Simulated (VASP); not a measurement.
# Rb3NbS3 (P6mm) in VASP: relaxation of cell and atoms with PBE

Aim: the relaxation of cell and atoms of Rb3NbS3 with PBE.

All numbers are computed with VASP 6.6.1; they aren't measurements. Logs are shortened: lines on timing, memory, paths and dates and some standing lists are left out, and cuts for length are marked.

## Step 1: The cell of the first run

It takes space group P6mm (No. 183, hexagonal). The conventional cell has a = 7.248 Å, b = 7.248 Å, c = 4.811 Å, α = 90.00°, β = 90.00°, γ = 120.00°. Within 3.1 Å of Rb (site symmetry 2mm) lie 2 S at 2.35 to 2.46 Å. Within 4.9 Å of Nb (site symmetry 6mm) lie 6 S at 3.63 Å and 12 Rb at 4.29 to 4.41 Å and 2 Nb at 4.81 Å. S (site symmetry 2mm) has 2 Rb at 2.35 to 2.46 Å within 3.1 Å.

The cell was built from a structure type or drawn by symmetry, and may not be a known phase.

## Step 2: Relaxation of cell and atoms, PBE

Input file INCAR:

```
PREC = Accurate
ENCUT = 600
EDIFF = 1E-6
ISMEAR = 0
SIGMA = 0.15
LREAL = False
LASPH = True
NELM = 100
ALGO = Normal
ISIF = 3
LWAVE = False
LCHARG = False
GGA = PE
IBRION = 2
NSW = 36
EDIFFG = -0.08
```

Input file KPOINTS:

```
Automatic mesh
0
Gamma
  2 2 3
```

Input file POSCAR:

```
Rb3NbS3
1.0
    7.2478366200      0.0000000000      0.0000000000
   -3.6239183100      6.2768106300      0.0000000000
    0.0000000000      0.0000000000      4.8105899000
Rb Nb S
3 1 3
Direct
    0.5000000000      0.0000000000      0.9243490800
    0.0000000000      0.5000000000      0.9243490800
    0.5000000000      0.5000000000      0.9243490800
    0.0000000000      0.0000000000      0.4456404500
    0.5000000000      0.0000000000      0.4132822700
    0.0000000000      0.5000000000      0.4132822700
    0.5000000000      0.5000000000      0.4132822700
```

Potentials or basis: VASP PAW PBE potentials, release 64 (Rb_sv, Nb_sv, S).

The run is started by

```
$ cat potpaw_PBE.64/Rb_sv/POTCAR potpaw_PBE.64/Nb_sv/POTCAR potpaw_PBE.64/S/POTCAR > POTCAR
$ mpirun -np 1 vasp_std > vasp.out
```

OUTCAR:

```text
PREC = Accurate
   ENCUT = 600
   EDIFF = 1E-6
   ISMEAR = 0
   LREAL = False
   LASPH = True
   NELM = 100
   ISIF = 3
   GGA = PE
   IBRION = 2
   NSW = 36
   EDIFFG = -0.08

 ion  position               nearest neighbor table
   1  0.500  0.000  0.924-   5 2.35   5 2.46   2 3.62   3 3.62   3 3.62   2 3.62   4 4.29   4 4.29
                             4 4.41   4 4.41
   2  0.000  0.500  0.924-   6 2.35   6 2.46   1 3.62   1 3.62   3 3.62   3 3.62   4 4.29   4 4.29
                             4 4.41   4 4.41
   3  0.500  0.500  0.924-   7 2.35   7 2.46   1 3.62   1 3.62   2 3.62   2 3.62   4 4.29   4 4.29
                             4 4.41   4 4.41
   4  0.000  0.000  0.446-   2 4.29   3 4.29   2 4.29   3 4.29   1 4.29   1 4.29   2 4.41   3 4.41
                             2 4.41   3 4.41   1 4.41   1 4.41
   5  0.500  0.000  0.413-   1 2.35   1 2.46
   6  0.000  0.500  0.413-   2 2.35   2 2.46
   7  0.500  0.500  0.413-   3 2.35   3 2.46

  LATTYP: Found a hexagonal cell.
 ALAT       =     7.2478366200
 C/A-ratio  =     0.6637276959

  Lattice vectors:

 A1 = (   7.2478366200,   0.0000000000,   0.0000000000)
 A2 = (  -3.6239183100,   6.2768106300,   0.0000000000)
 A3 = (   0.0000000000,   0.0000000000,   4.8105899000)

Analysis of symmetry for initial positions (statically):
=====================================================================
 Subroutine PRICEL returns:
 Original cell was already a primitive cell.

 Routine SETGRP: Setting up the symmetry group for a
 hexagonal supercell.

 Subroutine GETGRP returns: Found 12 space group operations
 (whereof 12 operations were pure point group operations)
 out of a pool of 24 trial point group operations.

The static configuration has the point symmetry C_6v.

Analysis of symmetry for dynamics (positions and initial velocities):
=====================================================================
 Subroutine PRICEL returns:
 Original cell was already a primitive cell.

 Routine SETGRP: Setting up the symmetry group for a
 hexagonal supercell.

 Subroutine GETGRP returns: Found 12 space group operations
 (whereof 12 operations were pure point group operations)
 out of a pool of 24 trial point group operations.

The dynamic configuration has the point symmetry C_6v.

 Subroutine INISYM returns: Found 12 space group operations
 (whereof 12 operations are pure point group operations),
 and found     1 'primitive' translations

----------------------------------------------------------------------------------------

                                     Primitive cell

  volume of cell :     218.8496

  direct lattice vectors                    reciprocal lattice vectors
     7.247836620  0.000000000  0.000000000     0.137972205  0.079658290  0.000000000
    -3.623918310  6.276810630  0.000000000     0.000000000  0.159316580  0.000000000
     0.000000000  0.000000000  4.810589900     0.000000000  0.000000000  0.207874714

  length of vectors
     7.247836620  7.247836615  4.810589900     0.159316579  0.159316580  0.207874714

  position of ions in fractional coordinates (direct lattice)
     0.500000000  0.000000000  0.924349080
     0.000000000  0.500000000  0.924349080
     0.500000000  0.500000000  0.924349080
     0.000000000  0.000000000  0.445640450
     0.500000000  0.000000000  0.413282270
     0.000000000  0.500000000  0.413282270
     0.500000000  0.500000000  0.413282270

  ion indices of the primitive-cell ions
   primitive index   ion index
                 1           1
                 2           2
                 3           3
                 4           4
                 5           5
                 6           6
                 7           7

----------------------------------------------------------------------------------------

 KPOINTS: Automatic mesh

Automatic generation of k-mesh.
 Grid dimensions read from file:
 generate k-points for:    2    2    3

 Generating k-lattice:

  Cartesian coordinates                     Fractional coordinates (reciprocal lattice)
     0.068986103  0.039829145  0.000000000     0.500000000  0.000000000  0.000000000
     0.000000000  0.079658290  0.000000000     0.000000000  0.500000000  0.000000000
     0.000000000  0.000000000  0.069291571     0.000000000  0.000000000  0.333333333

  Length of vectors
     0.079658290  0.079658290  0.069291571

  Shift w.r.t. Gamma in fractional coordinates (k-lattice)
     0.000000000  0.000000000  0.000000000

 Subroutine IBZKPT returns following result:
 ===========================================

 Found      4 irreducible k-points:

 Following reciprocal coordinates:
            Coordinates               Weight
  0.000000  0.000000  0.000000      1.000000
  0.500000 -0.000000  0.000000      3.000000
  0.000000  0.000000  0.333333      2.000000
  0.500000 -0.000000  0.333333      6.000000
   k-points           NKPTS =      4   k-points in BZ     NKDIM =      4   number of bands    NBANDS=     34
   number of dos      NEDOS =    301   number of ions     NIONS =      7
   total plane-waves  NPLWV = 144000
   dimension x,y,z NGX =    60 NGY =   60 NGZ =   40
   dimension x,y,z NGXF=   120 NGYF=  120 NGZF=   80
   ions per type =               3   1   3
   NGX,Y,Z   is equivalent  to a cutoff of  13.76, 13.76, 13.82 a.u.
   NGXF,Y,Z  is equivalent  to a cutoff of  27.52, 27.52, 27.65 a.u.
 SYSTEM =  unknown system
   PREC   = accura    normal or accurate (medium, high low for compatibility)
   ISTART =      0    job   : 0-new  1-cont  2-samecut
   ICHARG =      2    charge: 1-file 2-atom 10-const
   ISPIN  =      1    spin polarized calculation?
   LNONCOLLINEAR =      F non collinear calculations
   LSORBIT =      F    spin-orbit coupling
   LASPH  =      T    aspherical Exc in radial PAW
   ENCUT  =  600.0 eV  44.10 Ry    6.64 a.u.  14.48 14.48  9.61*2*pi/ulx,y,z
   NELM   =    100;   NELMIN=  2; NELMDL= -5     # of ELM steps
   EDIFF  = 0.1E-05   stopping-criterion for ELM
   LREAL  =      F    real-space projection
   EDIFFG = -.8E-01   stopping-criterion for IOM
   NSW    =     36    number of steps for IOM
   IBRION =      2    ionic relax: 0-MD 1-quasi-New 2-CG
   NFREE  =      1    steps in history (QN), initial steepest desc. (CG)
   ISIF   =      3    stress and relaxation
   ISYM   =      2    0-nonsym 1-usesym 2-fastsym
   POTIM  = 0.5000    time-step for ionic-motion
   TEBEG  =    0.0;   TEEND  =   0.0 temperature during run
   PSTRESS=    0.0 pullay stress
   NELECT =      58.0000    total number of electrons
   NUPDOWN=      -1.0000    fix difference up-down
   EMIN   =  10.00;   EMAX   =-10.00  energy-range for DOS
   EFERMI =   0.00;   METHOD = LEGACY
   ISMEAR =     0;   SIGMA  =   0.15  broadening in eV -4-tet -1-fermi 0-gaus
   EFERMI_NEDOS =   21; number of points for ismear=-14 and -15
   IALGO  =     38    algorithm
   IMIX   =      4    mixing-type and parameters
     AMIX     =   0.40;   BMIX     =  1.00
     AMIX_MAG =   1.60;   BMIX_MAG =  1.00
  volume/ion in A,a.u.               =      31.26       210.98
  Fermi-wavevector in a.u.,A,eV,Ry     =   1.051564  1.987167 15.045134  1.105786
  Thomas-Fermi vector in A             =   2.186612
   LORBIT       =      0    0 simple, 1 ext, 2 COOP (PROOUT), +10 PAW based schemes
   GGA     = PE    functional components
   LHFCALC =     F    Hartree Fock is set to
   AEXX    =    0.0000 exact exchange contribution
   IVDW    =     0    specifies the selected vdW correction
   LEPSILON=     F    determine dielectric tensor
   LRPA    =     F    only Hartree local field effects (RPA)
 conjugate gradient relaxation of ions
 non-spin polarized calculation
 Gauss-broadening in eV      SIGMA  =   0.15
  energy-cutoff  :      600.00
  volume of cell :      218.85
 maximum number of plane-waves:      7321
 NGX is ok and might be reduce to    60
   NGX = 29   NGY = 29   NGZ = 19

--------------------------------------- Ionic step        1  -------------------------------------------

 number of electron      57.9999999 magnetization

 Free energy of the ion-electron system (eV)
  ---------------------------------------------------
  ext. energy  EPLUGINS =         0.00000000
  ---------------------------------------------------
  free energy    TOTEN  =       -14.28341891 eV

  energy without entropy =      -14.03366825  energy(sigma->0) =      -14.15854358

------------------------ aborting loop because EDIFF is reached ----------------------------------------

  FORCE on cell =-STRESS in cart. coord.  units (eV):
  Direction    XX          YY          ZZ          XY          YZ          ZX
  --------------------------------------------------------------------------------------
  -------------------------------------------------------------------------------------
  Total       -1.5422782     -1.5422782     46.1689970      0.0000000      0.0000000      0.0000000
  in kB      -11.2908737    -11.2908737    337.9988833      0.0000000      0.0000000      0.0000000
  external PRESSURE =     105.1390453 kB  Pullay stress =       0.0000000 kB
[... 104 lines left out ...]
  FREE ENERGIE OF THE ION-ELECTRON SYSTEM (eV)
  ---------------------------------------------------
  free  energy   TOTEN  =       -19.7809362490 eV

  energy  without entropy=      -19.5011252898  energy(sigma->0) =      -19.64103077

[... ionic steps 4 to 12 ...]

--------------------------------------- Ionic step       13  -------------------------------------------

 number of electron      58.0000001 magnetization

------------------------ aborting loop because EDIFF is reached ----------------------------------------

  FORCE on cell =-STRESS in cart. coord.  units (eV):
  Direction    XX          YY          ZZ          XY          YZ          ZX
  --------------------------------------------------------------------------------------
  -------------------------------------------------------------------------------------
  Total       -0.1590059     -0.1590059     -0.1401788      0.0000000      0.0000000     -0.0000000
  in kB       -1.2930564     -1.2930564     -1.1399514      0.0000000      0.0000000     -0.0000000
  external PRESSURE =      -1.2420214 kB  Pullay stress =       0.0000000 kB
[... 67 lines left out ...]
  energy  without entropy=      -21.3563527965  energy(sigma->0) =      -21.43884565

--------------------------------------- Ionic step       15  -------------------------------------------

 number of electron      58.0000000 magnetization

 Free energy of the ion-electron system (eV)
  ---------------------------------------------------
  ext. energy  EPLUGINS =         0.00000000
  ---------------------------------------------------
  free energy    TOTEN  =       -21.52364567 eV

  energy without entropy =      -21.35886463  energy(sigma->0) =      -21.44125515

 E-fermi :   4.2658     XC(G=0):  -8.9506

 val. band max:        4.2650732827   @ k =   0.0000   0.0000   0.3333
 cond. band min:       4.2912978846   @ k =   0.5000  -0.0000   0.3333
 fundamental gap:      0.0262246019
 Fermi energy:         4.2657888919

 k-point     1 :       0.0000    0.0000    0.0000
  band No.  band energies     occupation
      1     -51.7066      2.00000
      2     -27.8222      2.00000
      3     -27.8222      2.00000
      4     -27.4736      2.00000
      5     -25.6374      2.00000
      6     -24.9853      2.00000
[... 26 lines left out ...]
     33       4.7929      0.00000
     34       4.7929      0.00000

 k-point     2 :       0.5000   -0.0000    0.0000
  band No.  band energies     occupation
      1     -51.7066      2.00000
      2     -27.8228      2.00000
      3     -27.8224      2.00000
      4     -27.4736      2.00000
      5     -25.4332      2.00000
      6     -25.2189      2.00000
[... 26 lines left out ...]
     33       5.1824      0.00000
     34       5.6393      0.00000

 k-point     3 :       0.0000    0.0000    0.3333
  band No.  band energies     occupation
      1     -51.7066      2.00000
      2     -27.8222      2.00000
      3     -27.8222      2.00000
      4     -27.4736      2.00000
      5     -25.6369      2.00000
      6     -24.9851      2.00000
[... 26 lines left out ...]
     33       4.7664      0.00000
     34       4.7664      0.00000

 k-point     4 :       0.5000   -0.0000    0.3333
  band No.  band energies     occupation
      1     -51.7066      2.00000
      2     -27.8227      2.00000
      3     -27.8224      2.00000
      4     -27.4736      2.00000
      5     -25.4330      2.00000
      6     -25.2186      2.00000
[... 60 lines left out ...]
  FREE ENERGIE OF THE ION-ELECTRON SYSTEM (eV)
  ---------------------------------------------------
  free  energy   TOTEN  =       -21.5236456695 eV

  energy  without entropy=      -21.3588646302  energy(sigma->0) =      -21.44125515

 reached required accuracy - stopping structural energy minimisation
```

Wall time 9.8 min (1 thread of AMD EPYC 9R45 (Zen 5), shared host); peak memory 0.39 GiB.

What came out:

```
Free energy                           : -21.5236 eV
Relaxed volume                        : 28.12 Å³/atom
Relaxed cell                          : a = 6.080 Å, b = 6.080 Å, c = 6.148 Å, α = 90.00°, β = 90.00°, γ = 120.00°
Space group after relaxing (to 0.1 Å) : P6/mmm (No. 191)
Energy gained by relaxing             : 1034.3 meV/atom
Ionic steps                           : 15
Pressure after relaxing               : -0.1 GPa
Largest force after relaxing          : 0.063 eV/Å
Band gap on the k mesh                : zero (bands 29 and 30 overlap by 0.06 eV)
```

Forces on the atoms (eV/Å):
```
Rb   0.000  0.000  0.020
Rb   0.000  0.000  0.020
Rb   0.000  0.000  0.020
Nb   0.000  0.000 -0.063
S    0.000  0.000  0.001
S    0.000  0.000  0.001
S    0.000  0.000  0.001
```

Step by step:
| step | energy change (eV) | largest force (eV/Å) | pressure (GPa) | volume (Å³) |
| --- | --- | --- | --- | --- |
| 1 | 0.0000 | 1.5700 | 10.51 | 218.85 |
| 2 | -5.4492 | 0.3322 | -3.52 | 282.38 |
| 3 | -5.4975 | 0.4267 | -2.64 | 273.26 |
| 4 | -5.5031 | 0.4038 | -2.91 | 275.69 |
| 5 | -6.2397 | 0.2399 | -3.43 | 252.49 |
| 6 | -6.6856 | 0.5058 | 1.90 | 186.64 |
| 7 | -6.9552 | 0.2863 | -3.00 | 220.66 |
| 8 | -7.0409 | 0.3398 | -2.02 | 208.02 |
| 9 | -7.1836 | 0.2953 | 1.42 | 187.71 |
| 10 | -7.1977 | 0.3087 | 0.50 | 192.00 |
| 11 | -7.2324 | 0.2112 | 0.26 | 194.57 |
| 12 | -7.2337 | 0.1902 | 0.23 | 195.17 |
| 13 | -7.2378 | 0.1298 | -0.12 | 197.02 |
| 14 | -7.2379 | 0.1181 | -0.20 | 197.40 |
| 15 | -7.2402 | 0.0630 | -0.11 | 196.82 |

Final structure:
```
CELL_PARAMETERS angstrom
6.07980 0.00000 0.00000
-3.03990 5.26526 0.00000
0.00000 0.00000 6.14833
ATOMIC_POSITIONS crystal
Rb 0.50000 0.00000 0.92180
Rb 0.00000 0.50000 0.92180
Rb 0.50000 0.50000 0.92180
Nb 0.00000 0.00000 0.42536
S 0.50000 0.00000 0.42259
S 0.00000 0.50000 0.42259
S 0.50000 0.50000 0.42259
```

Levels at points of the mesh, in eV from the Fermi level:
```
           k point  band 27  band 28  band 29  band 30  band 31  band 32
(0.00, 0.00, 0.00)    -0.58    -0.58    -0.58    -0.02    -0.02     0.16
(0.50, 0.00, 0.00)    -2.06    -0.91     0.04     0.10     0.20     0.44
```

Caveat: the k points lie up to 0.60 Å⁻¹ apart in the final cell; a cell axis changed by over 15 % at a fixed basis, so the end point is rough; the relaxation stopped at a loose force limit of 0.08 eV/Å, so its end isn't a converged minimum.
